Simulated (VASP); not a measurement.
# Te3Pb4Se (P4/mmm) in VASP: single point with PBE

Aim: the single point of Te3Pb4Se with PBE.

All numbers are computed with VASP 6.6.1; they aren't measurements. Logs are shortened: lines on timing, memory, paths and dates and some standing lists are left out, and cuts for length are marked.

## Step 1: The cell of the first run

Symmetry: P4/mmm, No. 123, tetragonal system. The conventional cell has a = 4.489 Å, b = 4.489 Å, c = 12.698 Å, α = 90.00°, β = 90.00°, γ = 90.00°. Within 4.2 Å of Te (site symmetry 4mm) lie 6 Pb at 3.17 Å. Within 4.2 Å of Te (site symmetry 4/mmm) lie 6 Pb at 3.17 Å. Pb (site symmetry 4mm) has 5 Te at 3.17 Å and 1 Se at 3.17 Å within 4.2 Å. Pb (site symmetry 4/mmm) has 6 Te at 3.17 Å within 4.2 Å. Pb (site symmetry 4/mmm) has 4 Se at 3.17 Å and 2 Te at 3.17 Å within 4.2 Å. Se (site symmetry 4/mmm) has 6 Pb at 3.17 Å within 4.2 Å.

## Step 2: Single point, PBE

INCAR

```
ALGO = Normal
EDIFF = 1E-7
ENCUT = 520
GGA = PE
ISIF = 2
ISMEAR = 0
LASPH = T
LCHARG = F
LREAL = F
LWAVE = F
NBANDS = 50
NELM = 60
PREC = Accurate
SIGMA = 0.1
```

KPOINTS

```
k-points
0
Gamma
  4 4 2
```

POSCAR

```
Te3Pb4Se
1.0
    4.4893954500      0.0000000000      0.0000000000
    0.0000000000      4.4893954500      0.0000000000
    0.0000000000      0.0000000000     12.6979278700
Te Pb Se
3 4 1
Direct
    0.5000000000      0.5000000000      0.2500000000
    0.0000000000      0.0000000000      0.5000000000
    0.5000000000      0.5000000000      0.7500000000
    0.0000000000      0.0000000000      0.2500000000
    0.5000000000      0.5000000000      0.5000000000
    0.0000000000      0.0000000000      0.7500000000
    0.5000000000      0.5000000000      0.0000000000
    0.0000000000      0.0000000000      0.0000000000
```

Potentials or basis: VASP PAW PBE potentials, release 64 (Te, Pb_d, Se).

Launch:

```console
$ cat potpaw_PBE.64/Te/POTCAR potpaw_PBE.64/Pb_d/POTCAR potpaw_PBE.64/Se/POTCAR > POTCAR
$ mpirun -np 1 vasp_std > vasp.out
```

OUTCAR:

```text
EDIFF = 1E-7
   ENCUT = 520
   GGA = PE
   ISIF = 2
   ISMEAR = 0
   LASPH = T
   LREAL = F
   NELM = 60
   PREC = Accurate

 ion  position               nearest neighbor table
   1  0.500  0.500  0.250-   4 3.17   4 3.17   4 3.17   4 3.17   7 3.17   5 3.17
   2  0.000  0.000  0.500-   5 3.17   5 3.17   5 3.17   5 3.17   6 3.17   4 3.17
   3  0.500  0.500  0.750-   6 3.17   6 3.17   6 3.17   6 3.17   7 3.17   5 3.17
   4  0.000  0.000  0.250-   1 3.17   1 3.17   1 3.17   1 3.17   8 3.17   2 3.17
   5  0.500  0.500  0.500-   2 3.17   2 3.17   2 3.17   2 3.17   3 3.17   1 3.17
   6  0.000  0.000  0.750-   3 3.17   3 3.17   3 3.17   3 3.17   8 3.17   2 3.17
   7  0.500  0.500  0.000-   8 3.17   8 3.17   8 3.17   8 3.17   1 3.17   3 3.17
   8  0.000  0.000  0.000-   7 3.17   7 3.17   7 3.17   7 3.17   4 3.17   6 3.17

  LATTYP: Found a simple tetragonal cell.
 ALAT       =     4.4893954500
 C/A-ratio  =     2.8284271260

  Lattice vectors:

 A1 = (   4.4893954500,   0.0000000000,   0.0000000000)
 A2 = (   0.0000000000,   4.4893954500,   0.0000000000)
 A3 = (   0.0000000000,   0.0000000000,  12.6979278700)

Analysis of symmetry for initial positions (statically):
=====================================================================
 Subroutine PRICEL returns:
 Original cell was already a primitive cell.

 Routine SETGRP: Setting up the symmetry group for a
 simple tetragonal supercell.

 Subroutine GETGRP returns: Found 16 space group operations
 (whereof 16 operations were pure point group operations)
 out of a pool of 16 trial point group operations.

The static configuration has the point symmetry D_4h.

Analysis of symmetry for dynamics (positions and initial velocities):
=====================================================================
 Subroutine PRICEL returns:
 Original cell was already a primitive cell.

 Routine SETGRP: Setting up the symmetry group for a
 simple tetragonal supercell.

 Subroutine GETGRP returns: Found 16 space group operations
 (whereof 16 operations were pure point group operations)
 out of a pool of 16 trial point group operations.

The dynamic configuration has the point symmetry D_4h.

 Subroutine INISYM returns: Found 16 space group operations
 (whereof 16 operations are pure point group operations),
 and found     1 'primitive' translations

----------------------------------------------------------------------------------------

                                     Primitive cell

  volume of cell :     255.9226

  direct lattice vectors                    reciprocal lattice vectors
     4.489395450  0.000000000  0.000000000     0.222747141  0.000000000  0.000000000
     0.000000000  4.489395450  0.000000000     0.000000000  0.222747141  0.000000000
     0.000000000  0.000000000 12.697927870     0.000000000  0.000000000  0.078753007

  length of vectors
     4.489395450  4.489395450 12.697927870     0.222747141  0.222747141  0.078753007

  position of ions in fractional coordinates (direct lattice)
     0.500000000  0.500000000  0.250000000
     0.000000000  0.000000000  0.500000000
     0.500000000  0.500000000  0.750000000
     0.000000000  0.000000000  0.250000000
     0.500000000  0.500000000  0.500000000
     0.000000000  0.000000000  0.750000000
     0.500000000  0.500000000  0.000000000
     0.000000000  0.000000000  0.000000000

  ion indices of the primitive-cell ions
   primitive index   ion index
                 1           1
                 2           2
                 3           3
                 4           4
                 5           5
                 6           6
                 7           7
                 8           8

----------------------------------------------------------------------------------------

 KPOINTS: k-points

Automatic generation of k-mesh.
 Grid dimensions read from file:
 generate k-points for:    4    4    2

 Generating k-lattice:

  Cartesian coordinates                     Fractional coordinates (reciprocal lattice)
     0.055686785  0.000000000  0.000000000     0.250000000  0.000000000  0.000000000
     0.000000000  0.055686785  0.000000000     0.000000000  0.250000000  0.000000000
     0.000000000  0.000000000  0.039376503     0.000000000  0.000000000  0.500000000

  Length of vectors
     0.055686785  0.055686785  0.039376503

  Shift w.r.t. Gamma in fractional coordinates (k-lattice)
     0.000000000  0.000000000  0.000000000

 Subroutine IBZKPT returns following result:
 ===========================================

 Found     12 irreducible k-points:

 Following reciprocal coordinates:
            Coordinates               Weight
  0.000000  0.000000  0.000000      1.000000
  0.250000  0.000000  0.000000      4.000000
  0.500000  0.000000  0.000000      2.000000
  0.250000  0.250000  0.000000      4.000000
  0.500000  0.250000  0.000000      4.000000
  0.500000  0.500000  0.000000      1.000000
  0.000000  0.000000  0.500000      1.000000
  0.250000  0.000000  0.500000      4.000000
  0.500000  0.000000  0.500000      2.000000
  0.250000  0.250000  0.500000      4.000000
  0.500000  0.250000  0.500000      4.000000
  0.500000  0.500000  0.500000      1.000000
   k-points           NKPTS =     12   k-points in BZ     NKDIM =     12   number of bands    NBANDS=     50
   number of dos      NEDOS =    301   number of ions     NIONS =      8
   total plane-waves  NPLWV = 124416
   dimension x,y,z NGX =    36 NGY =   36 NGZ =   96
   dimension x,y,z NGXF=    72 NGYF=   72 NGZF=  192
   ions per type =               3   4   1
   NGX,Y,Z   is equivalent  to a cutoff of  13.33, 13.33, 12.57 a.u.
   NGXF,Y,Z  is equivalent  to a cutoff of  26.66, 26.66, 25.14 a.u.
 SYSTEM =  unknown system
   PREC   = accura    normal or accurate (medium, high low for compatibility)
   ISTART =      0    job   : 0-new  1-cont  2-samecut
   ICHARG =      2    charge: 1-file 2-atom 10-const
   ISPIN  =      1    spin polarized calculation?
   LNONCOLLINEAR =      F non collinear calculations
   LSORBIT =      F    spin-orbit coupling
   LASPH  =      T    aspherical Exc in radial PAW
   ENCUT  =  520.0 eV  38.22 Ry    6.18 a.u.   8.35  8.35 23.61*2*pi/ulx,y,z
   NELM   =     60;   NELMIN=  2; NELMDL= -5     # of ELM steps
   EDIFF  = 0.1E-06   stopping-criterion for ELM
   LREAL  =      F    real-space projection
   EDIFFG = 0.1E-05   stopping-criterion for IOM
   NSW    =      0    number of steps for IOM
   IBRION =     -1    ionic relax: 0-MD 1-quasi-New 2-CG
   NFREE  =      0    steps in history (QN), initial steepest desc. (CG)
   ISIF   =      2    stress and relaxation
   ISYM   =      2    0-nonsym 1-usesym 2-fastsym
   POTIM  = 0.5000    time-step for ionic-motion
   TEBEG  =    0.0;   TEEND  =   0.0 temperature during run
   PSTRESS=    0.0 pullay stress
   NELECT =      80.0000    total number of electrons
   NUPDOWN=      -1.0000    fix difference up-down
   EMIN   =  10.00;   EMAX   =-10.00  energy-range for DOS
   EFERMI =   0.00;   METHOD = LEGACY
   ISMEAR =     0;   SIGMA  =   0.10  broadening in eV -4-tet -1-fermi 0-gaus
   EFERMI_NEDOS =   21; number of points for ismear=-14 and -15
   IALGO  =     38    algorithm
   IMIX   =      4    mixing-type and parameters
     AMIX     =   0.40;   BMIX     =  1.00
     AMIX_MAG =   1.60;   BMIX_MAG =  1.00
  volume/ion in A,a.u.               =      31.99       215.88
  Fermi-wavevector in a.u.,A,eV,Ry     =   1.111054  2.099588 16.795600  1.234442
  Thomas-Fermi vector in A             =   2.247613
   LORBIT       =      0    0 simple, 1 ext, 2 COOP (PROOUT), +10 PAW based schemes
   GGA     = PE    functional components
   LHFCALC =     F    Hartree Fock is set to
   AEXX    =    0.0000 exact exchange contribution
   IVDW    =     0    specifies the selected vdW correction
   LEPSILON=     F    determine dielectric tensor
   LRPA    =     F    only Hartree local field effects (RPA)
 non-spin polarized calculation
 Gauss-broadening in eV      SIGMA  =   0.10
  energy-cutoff  :      520.00
  volume of cell :      255.92
 maximum number of plane-waves:      6936
 NGX is ok and might be reduce to    36
   NGX = 17   NGY = 17   NGZ = 47

 number of electron      80.0000006 magnetization

 Free energy of the ion-electron system (eV)
  ---------------------------------------------------
  ext. energy  EPLUGINS =         0.00000000
  ---------------------------------------------------
  free energy    TOTEN  =       -30.40634369 eV

  energy without entropy =      -30.40609339  energy(sigma->0) =      -30.40621854

 E-fermi :   5.9101     XC(G=0):  -9.4180

 val. band max:        5.7249955935   @ k =   0.5000   0.0000   0.0000
 cond. band min:       6.0931463456   @ k =   0.5000   0.0000   0.0000
 fundamental gap:      0.3681507521
 Fermi energy:         5.9100573887

 k-point     1 :       0.0000    0.0000    0.0000
  band No.  band energies     occupation
      1     -11.1770      2.00000
      2     -11.1393      2.00000
      3     -11.1157      2.00000
      4     -11.1048      2.00000
      5     -11.1036      2.00000
      6     -11.0941      2.00000
[... 42 lines left out ...]
     49      10.1218      0.00000
     50      10.1255      0.00000

 k-point     2 :       0.2500    0.0000    0.0000
  band No.  band energies     occupation
      1     -11.1574      2.00000
      2     -11.1313      2.00000
      3     -11.1158      2.00000
      4     -11.1079      2.00000
      5     -11.1043      2.00000
      6     -11.0989      2.00000
[... 42 lines left out ...]
     49       9.2508      0.00000
     50       9.5450      0.00000

 k-point     3 :       0.5000    0.0000    0.0000
  band No.  band energies     occupation
      1     -11.1328      2.00000
      2     -11.1265      2.00000
      3     -11.1244      2.00000
      4     -11.1164      2.00000
      5     -11.1095      2.00000
      6     -11.1083      2.00000
[... 42 lines left out ...]
     49       7.4101      0.00000
     50       7.7588      0.00000

 k-point     4 :       0.2500    0.2500    0.0000
  band No.  band energies     occupation
      1     -11.1555      2.00000
      2     -11.1360      2.00000
      3     -11.1240      2.00000
      4     -11.1201      2.00000
      5     -11.1090      2.00000
      6     -11.0974      2.00000
[... 42 lines left out ...]
     49      10.1848      0.00000
     50      10.3747      0.00000

 k-point     5 :       0.5000    0.2500    0.0000
  band No.  band energies     occupation
      1     -11.1579      2.00000
      2     -11.1561      2.00000
      3     -11.1341      2.00000
      4     -11.1180      2.00000
      5     -11.1178      2.00000
      6     -11.0985      2.00000
[... 42 lines left out ...]
     49       9.8342      0.00000
     50       9.9339      0.00000

 k-point     6 :       0.5000    0.5000    0.0000
  band No.  band energies     occupation
      1     -11.1812      2.00000
      2     -11.1804      2.00000
      3     -11.1536      2.00000
      4     -11.1364      2.00000
      5     -11.1112      2.00000
      6     -11.1011      2.00000
[... 42 lines left out ...]
     49      11.1938      0.00000
     50      11.3458      0.00000

 k-point     7 :       0.0000    0.0000    0.5000
  band No.  band energies     occupation
      1     -11.1657      2.00000
      2     -11.1585      2.00000
      3     -11.1047      2.00000
      4     -11.1035      2.00000
      5     -11.1011      2.00000
      6     -11.1004      2.00000
[... 42 lines left out ...]
     49      10.6111      0.00000
     50      10.6204      0.00000

 k-point     8 :       0.2500    0.0000    0.5000
  band No.  band energies     occupation
      1     -11.1492      2.00000
      2     -11.1432      2.00000
      3     -11.1160      2.00000
      4     -11.1026      2.00000
      5     -11.1014      2.00000
      6     -11.1011      2.00000
[... 42 lines left out ...]
     49       9.1537      0.00000
     50       9.2115      0.00000

 k-point     9 :       0.5000    0.0000    0.5000
  band No.  band energies     occupation
      1     -11.1313      2.00000
      2     -11.1264      2.00000
      3     -11.1258      2.00000
      4     -11.1132      2.00000
      5     -11.1132      2.00000
      6     -11.1060      2.00000
[... 42 lines left out ...]
     49       8.4992      0.00000
     50       8.9425      0.00000

 k-point    10 :       0.2500    0.2500    0.5000
  band No.  band energies     occupation
      1     -11.1478      2.00000
      2     -11.1418      2.00000
      3     -11.1333      2.00000
      4     -11.1124      2.00000
      5     -11.1074      2.00000
      6     -11.1012      2.00000
[... 42 lines left out ...]
     49      10.0114      0.00000
     50      10.0751      0.00000

 k-point    11 :       0.5000    0.2500    0.5000
  band No.  band energies     occupation
      1     -11.1549      2.00000
      2     -11.1490      2.00000
      3     -11.1481      2.00000
      4     -11.1206      2.00000
      5     -11.1069      2.00000
      6     -11.1046      2.00000
[... 42 lines left out ...]
     49      10.0001      0.00000
     50      10.2009      0.00000

 k-point    12 :       0.5000    0.5000    0.5000
  band No.  band energies     occupation
      1     -11.1786      2.00000
      2     -11.1695      2.00000
      3     -11.1694      2.00000
      4     -11.1397      2.00000
      5     -11.0995      2.00000
      6     -11.0984      2.00000
[... 42 lines left out ...]
     49      10.9703      0.00000
     50      10.9703      0.00000

------------------------ aborting loop because EDIFF is reached ----------------------------------------

  FORCE on cell =-STRESS in cart. coord.  units (eV):
  Direction    XX          YY          ZZ          XY          YZ          ZX
  --------------------------------------------------------------------------------------
  -------------------------------------------------------------------------------------
  Total        4.8975937      4.8975937      4.8093737      0.0000000      0.0000000      0.0000000
  in kB       30.6608897     30.6608897     30.1085977      0.0000000      0.0000000      0.0000000
  external PRESSURE =      30.4767923 kB  Pullay stress =       0.0000000 kB

 VOLUME and BASIS-vectors are now :
 -----------------------------------------------------------------------------
  energy-cutoff  :      520.00
  volume of cell :      255.92
      direct lattice vectors                 reciprocal lattice vectors
     4.489395450  0.000000000  0.000000000     0.222747141  0.000000000  0.000000000
     0.000000000  4.489395450  0.000000000     0.000000000  0.222747141  0.000000000
     0.000000000  0.000000000 12.697927870     0.000000000  0.000000000  0.078753007

 POSITION                                       TOTAL-FORCE (eV/Angst)
 -----------------------------------------------------------------------------------
      2.24470      2.24470      3.17448        -0.000000      0.000000      0.004605
      0.00000      0.00000      6.34896        -0.000000     -0.000000      0.000000
      2.24470      2.24470      9.52345         0.000000      0.000000     -0.004605
      0.00000      0.00000      3.17448        -0.000000     -0.000000     -0.369850
      2.24470      2.24470      6.34896        -0.000000     -0.000000      0.000000
      0.00000      0.00000      9.52345        -0.000000     -0.000000      0.369850
      2.24470      2.24470      0.00000        -0.000000     -0.000000      0.000000
      0.00000      0.00000      0.00000        -0.000000     -0.000000      0.000000
 -----------------------------------------------------------------------------------
    total drift:                                0.000000      0.000000      0.000000

  FREE ENERGIE OF THE ION-ELECTRON SYSTEM (eV)
  ---------------------------------------------------
  free  energy   TOTEN  =       -30.4063436907 eV

  energy  without entropy=      -30.4060933874  energy(sigma->0) =      -30.40621854
```

It took 3.6 min on 1 thread of Intel Xeon Platinum 8375C at 2.90GHz (Ice Lake), shared host; peak memory 0.42 GiB.

Results:

| Quantity | Value |
| --- | --- |
| Free energy | -30.4063 eV |
| Pressure | 3.0 GPa |
| Largest force | 0.370 eV/Å |
| Band gap on the k mesh | 0.37 eV |

Forces in eV/Å, atoms in the order of the input:
```
Te   0.000  0.000  0.005
Te   0.000  0.000  0.000
Te   0.000  0.000 -0.005
Pb   0.000  0.000 -0.370
Pb   0.000  0.000  0.000
Pb   0.000  0.000  0.370
Pb   0.000  0.000  0.000
Se   0.000  0.000  0.000
```

Caveat: the cell stands under pressure; spin-orbit coupling is left out, which moves the levels of the heavy elements. A k mesh can miss the band edges.
